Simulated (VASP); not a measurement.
Input of a VASP 6.6.1 run:

Contents of INCAR:

```
ALGO     = Normal         # electronic algorithm
EDIFF    = 1E-6           # SCF threshold, eV
ENCUT    = 520            # plane-wave cutoff, eV
GGA      = RP             # functional
ISIF     = 2              # what is computed and relaxed
ISMEAR   = -1             # smearing method
LASPH    = True           # aspherical terms in the spheres
LCHARG   = False          # write CHGCAR
LREAL    = False          # projectors in reciprocal space
LWAVE    = False          # write WAVECAR
NBANDS   = 34             # bands
NELM     = 60             # most SCF steps
PREC     = Accurate       # precision mode
SIGMA    = 0.1            # smearing width, eV
```

Contents of KPOINTS:

```
k-points
0
Gamma
  11 11 3
```

POSCAR

```
Tl
1.0
    3.7836033900      0.0000000000      0.0000000000
   -1.8918016950      3.2766966536      0.0000000000
    0.0000000000      0.0000000000     12.1185085678
Tl
4
Direct
    0.0000000000      1.0000000000      0.0000000000
    0.0000000000      0.0000000000      0.5000000000
    0.3333333333      0.6666666667      0.2500000000
    0.6666666667      0.3333333333      0.7500000000
```

Potentials or basis: VASP PAW PBE potentials, release 64 (Tl_d).

Launch:

```sh
$ cat potpaw_PBE.64/Tl_d/POTCAR > POTCAR
$ mpirun -np 1 vasp_std > vasp.out
```

Question: What does it give for the band gap on the k mesh?

Answer: Zero (band 26 reaches 6.79 eV, above the bottom of band 27 at 3.64 eV).

Question: What does it give for the pressure?

Answer: -1.7 GPa.

Stress tensor (GPa, compression positive):
```
-1.61  0.00  0.00
 0.00 -1.61  0.00
 0.00  0.00 -1.87
```

Caveat: the PAW data sets were made with another functional, which shifts forces and pressure a little; spin-orbit coupling is left out, which moves the levels of the heavy elements.
